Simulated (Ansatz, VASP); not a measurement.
# One calculation of Re, two programs

The input INCAR:

```
PREC = Accurate
ENCUT = 520
EDIFF = 1E-6
ISMEAR = -1
SIGMA = 0.1
LREAL = F
LASPH = T
NELM = 80
ALGO = Normal
ISIF = 2
LWAVE = F
LCHARG = T
GGA = PS
LELF = T
LVHAR = T
NBANDS = 14
```

The input KPOINTS:

```
regular mesh
0
Gamma
  21 21 12
```

The input POSCAR:

```
Re
1.0
    2.8237530672      0.0000000000      0.0000000000
   -1.4118765336      2.4454418902      0.0000000000
    0.0000000000      0.0000000000      4.5531925759
Re
2
Direct
    0.3333333333      0.6666666667      0.2500000000
    0.6666666667      0.3333333333      0.7500000000
```

Input for Ansatz:

```yaml
crystal:
  lattice:
    - [2.8237530672, 0.0, 0.0]
    - [-1.4118765336, 2.4454418902, 0.0]
    - [0.0, 0.0, 4.5531925759]
  atoms:
    - { symbol: Re, position: [0.3333333333, 0.6666666667, 0.25] }
    - { symbol: Re, position: [0.6666666667, 0.3333333333, 0.75] }
hamiltonian:
  xc: pbesol
  pseudopotentials:
    kind: paw
    azcp:
      Re: "pseudopotentials/Re.paw.azcp"
basis:
  ecutwfc: 420
  fft_grid_basis: typed
kpoints:
  mp_grid: { grid: [21, 21, 12], shift: [0, 0, 0] }
magnetization:
  spin_polarized: false
scf:
  occupations: { method: fermi_dirac, width: 0.1 }
output:
  stress: true
```

Alike in both runs: task single point; functional PBEsol; k mesh 21 × 21 × 12; occupations fermi-dirac, width 0.1 eV; no spin polarisation.

|  | VASP | Ansatz |
| --- | --- | --- |
| version | VASP 6.6.1 | Ansatz 0.2.0 |
| potentials or method | VASP PAW PBE potentials, release 64 (Re), cutoff 520 eV | plane waves (420 eV) with PAW, scalar-relativistic |
| valence electrons in the cell | 14 | 30 |

Ansatz gave:

```
pressure (GPa)                                                : -25.3
traceless stress, the component that is largest in VASP (GPa) : -0.11
```

Q: Estimate VASP's values.

A: Pressure (GPa): -25.8; traceless stress, the component that is largest in VASP (GPa): -0.21.

VASP's potentials were made for PBE, not for PBEsol, and Ansatz warns of the same on its side. VASP's potentials hold 14 valence electrons a cell and Ansatz's 30, so a difference there can come from the potentials and not from the codes.

Spin-orbit coupling is off throughout.
